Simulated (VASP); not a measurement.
# Cd12O in VASP: a series of runs

Cd12O is run at these levels: PBE+D3(BJ); tasks: single point.

Program: VASP 6.6.1. These are calculated values, not measurements. Logs are shortened: lines on timing, memory, paths and dates and some standing lists are left out, and cuts for length are marked.

## 1. The cell of the first run

The cell holds a slab with vacuum, 13 atoms: a = 5.960 Å, b = 5.960 Å, c = 16.620 Å, α = 90.00°, β = 90.00°, γ = 60.00°.

## 2. Single point, PBE+D3(BJ)

The input, INCAR:

```
SYSTEM = Cd12O
  ALGO = Normal
  EDIFF = 1E-6
  ENCUT = 520
  GGA = PE
  ISIF = 2
  ISMEAR = -1
  IVDW = 12
  LASPH = .TRUE.
  LCHARG = .FALSE.
  LREAL = .FALSE.
  LWAVE = .FALSE.
  NBANDS = 87
  NELM = 100
  PREC = Accurate
  SIGMA = 0.15
```

The input, KPOINTS:

```
k-points
0
G
  2 2 1
  0 0 0
```

The input, POSCAR:

```
Cd12O
1.0
    5.9600000000      0.0000000000      0.0000000000
    2.9800000000      5.1615110000      0.0000000000
    0.0000000000      0.0000000000     16.6202800000
Cd O
12 1
Direct
    0.0000000000      0.0000000000      0.0601674581
    0.5000000000      0.0000000000      0.0601674581
   -0.0000043108      0.5000086215      0.0601674581
    0.4999956892      0.5000086215      0.0601674581
   -0.1824974597      0.3140553222      0.2431968655
    0.3357543463      0.3053369449      0.2138712465
   -0.1897090624      0.8322369167      0.1922771458
    0.3221285109      0.8557765352      0.2512833719
    0.0128310976     -0.0594205844      0.3854387531
    0.5201624439      0.0057153806      0.3855590881
    0.0785905936      0.4814094167      0.4065214304
    0.5922077404      0.5369939152      0.3855891718
    0.7956033698      0.9087261463      0.4883973074
```

Potentials or basis: VASP PAW PBE potentials, release 64 (Cd, O).

Started as:

```console
cat potpaw_PBE.64/Cd/POTCAR potpaw_PBE.64/O/POTCAR > POTCAR
mpirun -np 1 vasp_std > vasp.out
```

OUTCAR:

```text
SYSTEM = Cd12O
   EDIFF = 1E-6
   ENCUT = 520
   GGA = PE
   ISIF = 2
   ISMEAR = -1
   IVDW = 12
   LASPH = .TRUE.
   LREAL = .FALSE.
   NELM = 100
   PREC = Accurate
 IVDW          = 12

 ion  position               nearest neighbor table
   1  0.000  0.000  0.060-   7 2.87   4 2.98   3 2.98   2 2.98   2 2.98   3 2.98   4 2.98   5 3.45
                             8 3.59
   2  0.500  0.000  0.060-   7 2.72   3 2.98   4 2.98   1 2.98   1 2.98   4 2.98   3 2.98   6 3.00
                             8 3.59
   3  1.000  0.500  0.060-   7 2.79   2 2.98   1 2.98   4 2.98   4 2.98   1 2.98   2 2.98   6 3.09
                             5 3.59
   4  0.500  0.500  0.060-   1 2.98   2 2.98   3 2.98   3 2.98   2 2.98   1 2.98   6 3.16   5 3.46
                             8 3.67
   5  0.818  0.314  0.243-  12 2.72   8 2.88   6 2.94   7 3.01   9 3.05   6 3.10   8 3.10   7 3.18
                             1 3.45   4 3.46  11 3.51   3 3.59
   6  0.336  0.305  0.214-   8 2.79   7 2.85   5 2.94   2 3.00   3 3.09   5 3.10   7 3.16   4 3.16
                            10 3.25   8 3.30  11 3.48
   7  0.810  0.832  0.192-   2 2.72   3 2.79   6 2.85   1 2.87   8 3.01   5 3.01   6 3.16   5 3.18
                             8 3.27  10 3.55   9 3.60
   8  0.322  0.856  0.251-   9 2.77   6 2.79  12 2.85  10 2.87   5 2.88   7 3.01   5 3.10   7 3.27
                             6 3.30   2 3.59   1 3.59   4 3.67
   9  0.013  0.941  0.385-  13 2.21  11 2.59  10 2.76   8 2.77   5 3.05  12 3.07  12 3.16  10 3.24
                            11 3.45   7 3.60
  10  0.520  0.006  0.386-  13 2.24  12 2.61  11 2.76   9 2.76   8 2.87   9 3.24  11 3.25   6 3.25
                            12 3.40   7 3.55
  11  0.079  0.481  0.407-   9 2.59  13 2.62  10 2.76  12 2.77  10 3.25  12 3.26   9 3.45   6 3.48
                             5 3.51
  12  0.592  0.537  0.386-  10 2.61   5 2.72  11 2.77   8 2.85   9 3.07   9 3.16  11 3.26  10 3.40

  13  0.796  0.909  0.488-   9 2.21  10 2.24  11 2.62

  LATTYP: Found a hexagonal cell.
 ALAT       =     5.9599996479
 C/A-ratio  =     2.7886377486

  Lattice vectors:

 A1 = (  -2.9800000000,  -5.1615110000,   0.0000000000)
 A2 = (   5.9600000000,   0.0000000000,   0.0000000000)
 A3 = (   0.0000000000,   0.0000000000,  16.6202800000)

Analysis of symmetry for initial positions (statically):
=====================================================================
 Subroutine PRICEL returns:
 Original cell was already a primitive cell.

 Routine SETGRP: Setting up the symmetry group for a
 hexagonal supercell.

 Subroutine GETGRP returns: Found  1 space group operations
 (whereof  1 operations were pure point group operations)
 out of a pool of 24 trial point group operations.

The static configuration has the point symmetry C_1 .

Analysis of symmetry for dynamics (positions and initial velocities):
=====================================================================
 Subroutine PRICEL returns:
 Original cell was already a primitive cell.

 Routine SETGRP: Setting up the symmetry group for a
 hexagonal supercell.

 Subroutine GETGRP returns: Found  1 space group operations
 (whereof  1 operations were pure point group operations)
 out of a pool of 24 trial point group operations.

The dynamic configuration has the point symmetry C_1 .

 Subroutine INISYM returns: Found  1 space group operations
 (whereof  1 operations are pure point group operations),
 and found     1 'primitive' translations

----------------------------------------------------------------------------------------

                                     Primitive cell

  volume of cell :     511.2831

  direct lattice vectors                    reciprocal lattice vectors
     5.960000000  0.000000000  0.000000000     0.167785235 -0.096870858  0.000000000
     2.980000000  5.161511000  0.000000000     0.000000000  0.193741716  0.000000000
     0.000000000  0.000000000 16.620280000     0.000000000  0.000000000  0.060167458

  length of vectors
     5.960000000  5.959999648 16.620280000     0.193741705  0.193741716  0.060167458

  position of ions in fractional coordinates (direct lattice)
     0.000000000  0.000000000  0.060167458
     0.500000000  0.000000000  0.060167458
     0.999995689  0.500008622  0.060167458
     0.499995689  0.500008622  0.060167458
     0.817502540  0.314055322  0.243196866
     0.335754346  0.305336945  0.213871246
     0.810290938  0.832236917  0.192277146
     0.322128511  0.855776535  0.251283372
     0.012831098  0.940579416  0.385438753
     0.520162444  0.005715381  0.385559088
     0.078590594  0.481409417  0.406521430
     0.592207740  0.536993915  0.385589172
     0.795603370  0.908726146  0.488397307

  ion indices of the primitive-cell ions
   primitive index   ion index
                 1           1
                 2           2
                 3           3
                 4           4
                 5           5
                 6           6
                 7           7
                 8           8
                 9           9
                10          10
                11          11
                12          12
                13          13

----------------------------------------------------------------------------------------

 KPOINTS: k-points

Automatic generation of k-mesh.
 Grid dimensions read from file:
 generate k-points for:    2    2    1

 Generating k-lattice:

  Cartesian coordinates                     Fractional coordinates (reciprocal lattice)
     0.083892617 -0.048435429  0.000000000     0.500000000  0.000000000  0.000000000
     0.000000000  0.096870858  0.000000000     0.000000000  0.500000000  0.000000000
     0.000000000  0.000000000  0.060167458     0.000000000  0.000000000  1.000000000

  Length of vectors
     0.096870852  0.096870858  0.060167458

  Shift w.r.t. Gamma in fractional coordinates (k-lattice)
     0.000000000  0.000000000  0.000000000

 Subroutine IBZKPT returns following result:
 ===========================================

 Found      4 irreducible k-points:

 Following reciprocal coordinates:
            Coordinates               Weight
  0.000000  0.000000  0.000000      1.000000
  0.500000  0.000000  0.000000      1.000000
  0.500000  0.500000  0.000000      1.000000
  0.000000  0.500000  0.000000      1.000000
   k-points           NKPTS =      4   k-points in BZ     NKDIM =      4   number of bands    NBANDS=     87
   number of dos      NEDOS =    301   number of ions     NIONS =     13
   total plane-waves  NPLWV = 290304
   dimension x,y,z NGX =    48 NGY =   48 NGZ =  126
   dimension x,y,z NGXF=    96 NGYF=   96 NGZF=  252
   ions per type =              12   1
   NGX,Y,Z   is equivalent  to a cutoff of  13.39, 13.39, 12.60 a.u.
   NGXF,Y,Z  is equivalent  to a cutoff of  26.78, 26.78, 25.21 a.u.
 SYSTEM =  Cd12O
   PREC   = accura    normal or accurate (medium, high low for compatibility)
   ISTART =      0    job   : 0-new  1-cont  2-samecut
   ICHARG =      2    charge: 1-file 2-atom 10-const
   ISPIN  =      1    spin polarized calculation?
   LNONCOLLINEAR =      F non collinear calculations
   LSORBIT =      F    spin-orbit coupling
   LASPH  =      T    aspherical Exc in radial PAW
   ENCUT  =  520.0 eV  38.22 Ry    6.18 a.u.  11.08 11.08 30.90*2*pi/ulx,y,z
   NELM   =    100;   NELMIN=  2; NELMDL= -5     # of ELM steps
   EDIFF  = 0.1E-05   stopping-criterion for ELM
   LREAL  =      F    real-space projection
   EDIFFG = 0.1E-04   stopping-criterion for IOM
   NSW    =      0    number of steps for IOM
   IBRION =     -1    ionic relax: 0-MD 1-quasi-New 2-CG
   NFREE  =      0    steps in history (QN), initial steepest desc. (CG)
   ISIF   =      2    stress and relaxation
   ISYM   =      2    0-nonsym 1-usesym 2-fastsym
   POTIM  = 0.5000    time-step for ionic-motion
   TEBEG  =    0.0;   TEEND  =   0.0 temperature during run
   PSTRESS=    0.0 pullay stress
   NELECT =     150.0000    total number of electrons
   NUPDOWN=      -1.0000    fix difference up-down
   EMIN   =  10.00;   EMAX   =-10.00  energy-range for DOS
   EFERMI =   0.00;   METHOD = LEGACY
   ISMEAR =    -1;   SIGMA  =   0.15  broadening in eV -4-tet -1-fermi 0-gaus
   EFERMI_NEDOS =   21; number of points for ismear=-14 and -15
   IALGO  =     38    algorithm
   IMIX   =      4    mixing-type and parameters
     AMIX     =   0.40;   BMIX     =  1.00
     AMIX_MAG =   1.60;   BMIX_MAG =  1.00
  volume/ion in A,a.u.               =      39.33       265.41
  Fermi-wavevector in a.u.,A,eV,Ry     =   1.087806  2.055655 16.100071  1.183322
  Thomas-Fermi vector in A             =   2.223974
   LORBIT       =      0    0 simple, 1 ext, 2 COOP (PROOUT), +10 PAW based schemes
   GGA     = PE    functional components
   LHFCALC =     F    Hartree Fock is set to
   AEXX    =    0.0000 exact exchange contribution
   IVDW    =    12    specifies the selected vdW correction
   LEPSILON=     F    determine dielectric tensor
   LRPA    =     F    only Hartree local field effects (RPA)
 non-spin polarized calculation
  energy-cutoff  :      520.00
  volume of cell :      511.28
 maximum number of plane-waves:     13768
 NGX is ok and might be reduce to    48
   NGX = 23   NGY = 23   NGZ = 61

 number of electron     150.0000000 magnetization

 Free energy of the ion-electron system (eV)
  ---------------------------------------------------
  ext. energy  EPLUGINS =         0.00000000
  ---------------------------------------------------
  free energy    TOTEN  =       -12.39301229 eV

  energy without entropy =      -12.07096197  energy(sigma->0) =      -12.23198713

 E-fermi :  -0.6359     XC(G=0):  -6.5446

 val. band max:       -1.4150171906   @ k =   0.0000   0.0000   0.0000
 cond. band min:      -0.6130486736   @ k =   0.0000   0.5000   0.0000
 fundamental gap:      0.8019685170
 Fermi energy:        -0.6358554458

 k-point     1 :       0.0000    0.0000    0.0000
  band No.  band energies     occupation
      1     -17.5431      2.00000
      2     -10.7916      2.00000
      3     -10.7310      2.00000
      4     -10.6904      2.00000
      5     -10.6570      2.00000
      6     -10.6152      2.00000
[... 79 lines left out ...]
     86       1.7206      0.00000
     87       2.0990      0.00000

 k-point     2 :       0.5000    0.0000    0.0000
  band No.  band energies     occupation
      1     -17.5391      2.00000
      2     -10.7280      2.00000
      3     -10.5804      2.00000
      4     -10.5093      2.00000
      5     -10.5030      2.00000
      6     -10.4641      2.00000
[... 79 lines left out ...]
     86       3.2732      0.00000
     87       3.5581      0.00000

 k-point     3 :       0.5000    0.5000    0.0000
  band No.  band energies     occupation
      1     -17.5401      2.00000
      2     -10.6624      2.00000
      3     -10.6108      2.00000
      4     -10.5824      2.00000
      5     -10.5576      2.00000
      6     -10.5273      2.00000
[... 79 lines left out ...]
     86       3.4695      0.00000
     87       3.6630      0.00000

 k-point     4 :       0.0000    0.5000    0.0000
  band No.  band energies     occupation
      1     -17.5403      2.00000
      2     -10.6396      2.00000
      3     -10.5761      2.00000
      4     -10.5594      2.00000
      5     -10.5020      2.00000
      6     -10.4533      2.00000
[... 79 lines left out ...]
     86       3.2079      0.00000
     87       3.6319      0.00000

------------------------ aborting loop because EDIFF is reached ----------------------------------------

 Edisp (eV)   -4.08170

 E8    (eV) :    -1.8628

  FORCE on cell =-STRESS in cart. coord.  units (eV):
  Direction    XX          YY          ZZ          XY          YZ          ZX
  --------------------------------------------------------------------------------------
  -------------------------------------------------------------------------------------
  Total       7.04542     9.47973     0.07956     1.45745    -0.72008    -0.53814
  in kB      22.07782    29.70607     0.24930     4.56713    -2.25648    -1.68634
  external pressure =       17.34 kB  Pullay stress =        0.00 kB

 VOLUME and BASIS-vectors are now :
 -----------------------------------------------------------------------------
  energy-cutoff  :      520.00
  volume of cell :      511.28
      direct lattice vectors                 reciprocal lattice vectors
     5.960000000  0.000000000  0.000000000     0.167785235 -0.096870858  0.000000000
     2.980000000  5.161511000  0.000000000     0.000000000  0.193741716  0.000000000
     0.000000000  0.000000000 16.620280000     0.000000000  0.000000000  0.060167458

 POSITION                                       TOTAL-FORCE (eV/Angst)
 -----------------------------------------------------------------------------------
      0.00000      0.00000      1.00000         0.472137      0.191686     -0.040442
      2.98000      0.00000      1.00000        -0.659708      0.159544     -0.702394
      7.45000      2.58080      1.00000        -0.080699     -0.520509     -0.297701
      4.47000      2.58080      1.00000         0.107058      0.137780      0.225359
      5.80820      1.62100      4.04200         0.320985      0.086408     -0.825084
      2.91100      1.57600      3.55460        -0.081776      1.102791      0.433010
      7.30940      4.29560      3.19570         0.574177     -0.652067      1.527153
      4.47010      4.41710      4.17640        -0.401867     -0.694841     -1.002428
      2.87940      4.85481      6.40610         1.048281      1.561797      0.442770
      3.11720      0.02950      6.40810         0.211485      1.280351      0.478124
      1.90300      2.48480      6.75650        -0.297812     -0.799915      0.431896
      5.12980      2.77170      6.40860        -1.310043     -1.325502      0.648618
      7.44980      4.69040      8.11730         0.097783     -0.527523     -1.318882
 -----------------------------------------------------------------------------------
    total drift:                                0.000059      0.000657     -0.003824

  FREE ENERGIE OF THE ION-ELECTRON SYSTEM (eV)
  ---------------------------------------------------
  free  energy   TOTEN  =       -16.4747115635 eV

  energy  without entropy=      -16.1526612436  energy(sigma->0) =      -16.31368640
```

Wall time 5.2 min (1 thread of Intel Xeon Platinum 8375C at 2.90GHz (Ice Lake), shared host); peak memory 0.63 GiB.

Results:

* Free energy: -16.4747 eV
* Largest force: 1.973 eV/Å
* Band gap on the k mesh: zero (bands 75 and 76 overlap by 0.84 eV)
* Dispersion energy per atom: -0.314 eV

Forces in eV/Å, atoms in the order of the input:
```
Cd   0.472  0.192 -0.040
Cd  -0.660  0.160 -0.702
Cd  -0.081 -0.521 -0.298
Cd   0.107  0.138  0.225
Cd   0.321  0.086 -0.825
Cd  -0.082  1.103  0.433
Cd   0.574 -0.652  1.527
Cd  -0.402 -0.695 -1.002
Cd   1.048  1.562  0.443
Cd   0.211  1.280  0.478
Cd  -0.298 -0.800  0.432
Cd  -1.310 -1.326  0.649
O    0.098 -0.528 -1.319
```

Levels at points of the mesh, in eV from the Fermi level:
```
           k point  band 71  band 72  band 73  band 74  band 75  band 76  band 77  band 78
(0.00, 0.00, 0.00)    -1.79    -1.68    -1.48    -1.00    -0.86    -0.78     0.13     0.28
(0.50, 0.00, 0.00)    -2.19    -1.74    -1.31    -1.07     0.03     0.39     0.70     1.15
(0.50, 0.50, 0.00)    -2.26    -1.74    -1.40    -1.14     0.06     0.34     0.57     1.16
(0.00, 0.50, 0.00)    -2.24    -1.53    -1.52    -0.92     0.02     0.51     0.56     1.20
```

Caveat: the k points lie up to 0.61 Å⁻¹ apart, too coarse for converged energies and pressures of a metal; there is no dipole correction, which matters where the two faces differ.

(Part 1 of 2 ends here.)

The gap in the log of VASP goes by the Fermi energy; the results here count the filled bands.